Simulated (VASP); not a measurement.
# Hf (Fm-3m) in VASP: a series of runs

Hf is run at these levels: PBEsol+D4; tasks: single point, relaxation of cell and atoms.

All numbers are computed with VASP 6.6.1; they aren't measurements. Logs are shortened: lines on timing, memory, paths and dates and some standing lists are left out, and cuts for length are marked.

## 1. The cell of the first run

The structure is cubic, space group Fm-3m (No. 225). The conventional cell has a = 4.408 Å, b = 4.408 Å, c = 4.408 Å, α = 90.00°, β = 90.00°, γ = 90.00°. Within 4.1 Å of Hf (site symmetry m-3m) lie 12 Hf at 3.12 Å.

## 2. Single point, PBEsol+D4

File INCAR:

```
ALGO = Normal ; EDIFF = 1E-7
ENCUT = 520 ; GGA = PS
ISIF = 2 ; ISMEAR = -1
IVDW = 13 ; LASPH = True
LCHARG = False ; LREAL = False
LWAVE = False ; NBANDS = 11
NELM = 80 ; PREC = Accurate
SIGMA = 0.1
```

File KPOINTS:

```
k-points
0
Gamma
  10 10 10
```

File POSCAR:

```
Hf
1.0
    0.0000000000      2.2038392300      2.2038392300
    2.2038392300      0.0000000000      2.2038392300
    2.2038392300      2.2038392300      0.0000000000
Hf
1
Direct
    0.0000000000      0.0000000000      0.0000000000
```

Potentials or basis: VASP PAW PBE potentials, release 64 (Hf_pv).

Command:

```bash
cat potpaw_PBE.64/Hf_pv/POTCAR > POTCAR
mpirun -np 1 vasp_std > vasp.out
```

OUTCAR:

```text
EDIFF = 1E-7
   ENCUT = 520
   GGA = PS
   ISIF = 2
   ISMEAR = -1
   IVDW = 13
   LASPH = True
   LREAL = False
   NELM = 80
   PREC = Accurate

 ion  position               nearest neighbor table
   1  0.000  0.000  0.000-

  LATTYP: Found a face centered cubic cell.
 ALAT       =     4.4076784600

  Lattice vectors:

 A1 = (   0.0000000000,   2.2038392300,   2.2038392300)
 A2 = (   2.2038392300,   0.0000000000,   2.2038392300)
 A3 = (   2.2038392300,   2.2038392300,   0.0000000000)

Analysis of symmetry for initial positions (statically):
=====================================================================
 Subroutine PRICEL returns:
 Original cell was already a primitive cell.

 Routine SETGRP: Setting up the symmetry group for a
 face centered cubic supercell.

 Subroutine GETGRP returns: Found 48 space group operations
 (whereof 48 operations were pure point group operations)
 out of a pool of 48 trial point group operations.

The static configuration has the point symmetry O_h .

Analysis of symmetry for dynamics (positions and initial velocities):
=====================================================================
 Subroutine PRICEL returns:
 Original cell was already a primitive cell.

 Routine SETGRP: Setting up the symmetry group for a
 face centered cubic supercell.

 Subroutine GETGRP returns: Found 48 space group operations
 (whereof 48 operations were pure point group operations)
 out of a pool of 48 trial point group operations.

The dynamic configuration has the point symmetry O_h .

 Subroutine INISYM returns: Found 48 space group operations
 (whereof 48 operations are pure point group operations),
 and found     1 'primitive' translations

----------------------------------------------------------------------------------------

                                     Primitive cell

  volume of cell :      21.4077

  direct lattice vectors                    reciprocal lattice vectors
     0.000000000  2.203839230  2.203839230    -0.226876804  0.226876804  0.226876804
     2.203839230  0.000000000  2.203839230     0.226876804 -0.226876804  0.226876804
     2.203839230  2.203839230  0.000000000     0.226876804  0.226876804 -0.226876804

  length of vectors
     3.116699328  3.116699328  3.116699328     0.392962151  0.392962151  0.392962151

  position of ions in fractional coordinates (direct lattice)
     0.000000000  0.000000000  0.000000000

  ion indices of the primitive-cell ions
   primitive index   ion index
                 1           1

----------------------------------------------------------------------------------------

[... 78 lines left out ...]
   TEBEG  =    0.0;   TEEND  =   0.0 temperature during run
   PSTRESS=    0.0 pullay stress
   NELECT =      10.0000    total number of electrons
   NUPDOWN=      -1.0000    fix difference up-down
   EMIN   =  10.00;   EMAX   =-10.00  energy-range for DOS
   EFERMI =   0.00;   METHOD = LEGACY
   ISMEAR =    -1;   SIGMA  =   0.10  broadening in eV -4-tet -1-fermi 0-gaus
   EFERMI_NEDOS =   21; number of points for ismear=-14 and -15
   IALGO  =     38    algorithm
   IMIX   =      4    mixing-type and parameters
     AMIX     =   0.40;   BMIX     =  1.00
     AMIX_MAG =   1.60;   BMIX_MAG =  1.00
  volume/ion in A,a.u.               =      21.41       144.47
  Fermi-wavevector in a.u.,A,eV,Ry     =   1.270237  2.400401 21.953045  1.613503
  Thomas-Fermi vector in A             =   2.403236
   LORBIT       =      0    0 simple, 1 ext, 2 COOP (PROOUT), +10 PAW based schemes
   GGA     = PS    functional components
   LHFCALC =     F    Hartree Fock is set to
   AEXX    =    0.0000 exact exchange contribution
   IVDW    =    13    specifies the selected vdW correction
   LEPSILON=     F    determine dielectric tensor
   LRPA    =     F    only Hartree local field effects (RPA)
 non-spin polarized calculation
  energy-cutoff  :      520.00
  volume of cell :       21.41
 maximum number of plane-waves:       589
   NGX = 11   NGY = 11   NGZ = 11

 number of electron      10.0000001 magnetization

 Free energy of the ion-electron system (eV)
  ---------------------------------------------------
  ext. energy  EPLUGINS =         0.00000000
  ---------------------------------------------------
  free energy    TOTEN  =       -10.45869095 eV

  energy without entropy =      -10.41257570  energy(sigma->0) =      -10.43563333

 E-fermi :   4.8933     XC(G=0): -11.5954

 val. band max:        4.8814263213   @ k =   0.3000   0.0000   0.0000
 cond. band min:       4.8968947994   @ k =  -0.2000   0.1000   0.0000
 fundamental gap:      0.0154684781
 Fermi energy:         4.8933426167

 k-point     1 :       0.0000    0.0000    0.0000
  band No.  band energies     occupation
      1     -24.9076      2.00000
      2     -24.9076      2.00000
      3     -24.9076      2.00000
      4      -2.4772      2.00000
      5       6.2989      0.00000
      6       6.2989      0.00000
      7       6.2989      0.00000
      8       9.2439      0.00000
      9       9.2439      0.00000
     10      16.4082      0.00000
     11      18.0937      0.00000
[... 309 lines left out ...]
 k-point    24 :       0.4000    0.3000    0.0000
  band No.  band energies     occupation
      1     -25.6342      2.00000
      2     -25.2005      2.00000
      3     -25.1695      2.00000
      4       1.5099      2.00000
      5       3.2732      2.00000
      6       5.7958      0.00024
      7       9.1406      0.00000
      8      10.2042      0.00000
      9      11.3497      0.00000
     10      17.0969      0.00000
     11      18.1102      0.00000

 [... further k-points ...]

------------------------ aborting loop because EDIFF is reached ----------------------------------------

  DFT-D4 for vdW energy calculation

  Edisp (eV):   -0.12769

  FORCE on cell =-STRESS in cart. coord.  units (eV):
  Direction    XX          YY          ZZ          XY          YZ          ZX
  --------------------------------------------------------------------------------------
  -------------------------------------------------------------------------------------
  Total      -0.05248    -0.05248    -0.05248    -0.00000    -0.00000     0.00000
  in kB      -3.92735    -3.92735    -3.92735    -0.00000    -0.00000     0.00000
  external pressure =       -3.93 kB  Pullay stress =        0.00 kB

 VOLUME and BASIS-vectors are now :
 -----------------------------------------------------------------------------
  energy-cutoff  :      520.00
  volume of cell :       21.41
      direct lattice vectors                 reciprocal lattice vectors
     0.000000000  2.203839230  2.203839230    -0.226876804  0.226876804  0.226876804
     2.203839230  0.000000000  2.203839230     0.226876804 -0.226876804  0.226876804
     2.203839230  2.203839230  0.000000000     0.226876804  0.226876804 -0.226876804

 POSITION                                       TOTAL-FORCE (eV/Angst)
 -----------------------------------------------------------------------------------
      0.00000      0.00000      0.00000        -0.000000      0.000000     -0.000000
 -----------------------------------------------------------------------------------
    total drift:                               -0.000000      0.000000     -0.000000

  FREE ENERGIE OF THE ION-ELECTRON SYSTEM (eV)
  ---------------------------------------------------
  free  energy   TOTEN  =       -10.5863844814 eV

  energy  without entropy=      -10.5402692320  energy(sigma->0) =      -10.56332686
```

stdout:

```text
POSCAR found type information on POSCAR Hf
 POSCAR found :  1 types and       1 ions
 scaLAPACK will be used
 -----------------------------------------------------------------------------
|                                                                             |
|                                                                             |
|     You enforced a specific xc type in the INCAR file but a different       |
|     I HOPE YOU KNOW WHAT YOU ARE DOING!                                     |
|                                                                             |
 -----------------------------------------------------------------------------

 LDA part: xc-table for (Slater+PW92), standard interpolation
 POSCAR, INCAR and KPOINTS ok, starting setup
 FFT: planning ... GRIDC
 FFT: planning ... GRID_SOFT
 FFT: planning ... GRID
 WAVECAR not read
 entering main loop
```

Run time: 4.8 s. Hardware: 1 thread of Intel Xeon 6975P-C (Granite Rapids), shared host; peak memory 0.14 GiB.

Results:

| Property | Result |
| --- | --- |
| Free energy | -10.5864 eV |
| Pressure | -0.4 GPa |
| Band gap on the k mesh | zero (band 5 reaches 6.30 eV, above the bottom of band 6 at 4.49 eV) |
| Dispersion energy per atom | -0.128 eV |

Levels at points of the mesh, in eV from the Fermi level:
| k point | band 2 | band 3 | band 4 | band 5 | band 6 | band 7 | band 8 | band 9 |
| --- | --- | --- | --- | --- | --- | --- | --- | --- |
| (0.00, 0.00, 0.00) | -29.80 | -29.80 | -7.37 | 1.41 | 1.41 | 1.41 | 4.35 | 4.35 |
| (0.50, 0.00, 0.00) | -29.93 | -29.93 | -3.78 | 0.76 | 1.16 | 1.16 | 6.62 | 6.62 |
| (0.50, 0.50, 0.00) | -30.14 | -30.14 | -3.45 | -2.30 | 2.78 | 6.62 | 7.29 | 7.29 |

Caveat: the PAW data sets were made with another functional, which shifts forces and pressure a little; spin-orbit coupling is left out, which moves the levels of the heavy elements; pairwise dispersion overbinds metals, which lowers pressure and volume.

## 3. Relaxation of cell and atoms, PBEsol+D4

File INCAR:

```
PREC     = Accurate       # precision mode
ENCUT    = 600            # plane-wave cutoff, eV
EDIFF    = 1E-6           # SCF threshold, eV
ISMEAR   = -1             # smearing method
SIGMA    = 0.1            # smearing width, eV
LREAL    = F              # projectors in reciprocal space
LASPH    = T              # aspherical terms in the spheres
NELM     = 80             # most SCF steps
ALGO     = Normal         # electronic algorithm
ISIF     = 3              # what is computed and relaxed
LWAVE    = F              # write WAVECAR
LCHARG   = F              # write CHGCAR
GGA      = PS             # functional
IVDW     = 13             # dispersion correction
IBRION   = 2              # ionic algorithm
NSW      = 80             # ionic steps
EDIFFG   = -0.03          # ionic threshold
```

File KPOINTS:

```
regular mesh
0
Gamma
  10 10 10
```

POSCAR is that of step 2.

Potentials or basis: VASP PAW PBE potentials, release 64 (Hf_pv).

Command:

```bash
cat potpaw_PBE.64/Hf_pv/POTCAR > POTCAR
mpirun -np 1 vasp_std > vasp.out
```

Run time: 12 s. Hardware: 1 thread of Intel Xeon 6975P-C (Granite Rapids), shared host; peak memory 0.17 GiB.

It converged, with:

- Free energy: -10.5867 eV
- Relaxed volume: 21.33 Å³/atom
- Relaxed cell: a = 3.113 Å, b = 3.113 Å, c = 3.113 Å, α = 60.00°, β = 60.00°, γ = 60.00°
- Space group after relaxing (to 0.05 Å): Fm-3m (No. 225)
- Energy gained by relaxing: 0.1 meV/atom
- Ionic steps: 3
- Pressure after relaxing: 0.0 GPa
- Band gap on the k mesh: zero (band 5 reaches 6.33 eV, above the bottom of band 6 at 4.51 eV)
- Dispersion energy per atom: -0.128 eV

Final structure:
```
Hf
1.0
     0.00000    2.20127    2.20127
     2.20127    0.00000    2.20127
     2.20127    2.20127    0.00000
Hf
1
Direct
  0.00000 0.00000 0.00000
```

Levels at points of the mesh, in eV from the Fermi level:
```
           k point  band 3  band 4  band 5  band 6  band 7  band 8
(0.00, 0.00, 0.00)  -29.79   -7.38    1.41    1.41    1.41    4.36
(0.50, 0.00, 0.00)  -29.92   -3.79    0.77    1.16    1.16    6.64
(0.50, 0.50, 0.00)  -30.13   -3.47   -2.31    2.80    6.65    7.32
```

Caveat: the PAW data sets were made with another functional, which shifts forces and pressure a little; spin-orbit coupling is left out, which moves the levels of the heavy elements; pairwise dispersion overbinds metals, which lowers pressure and volume.
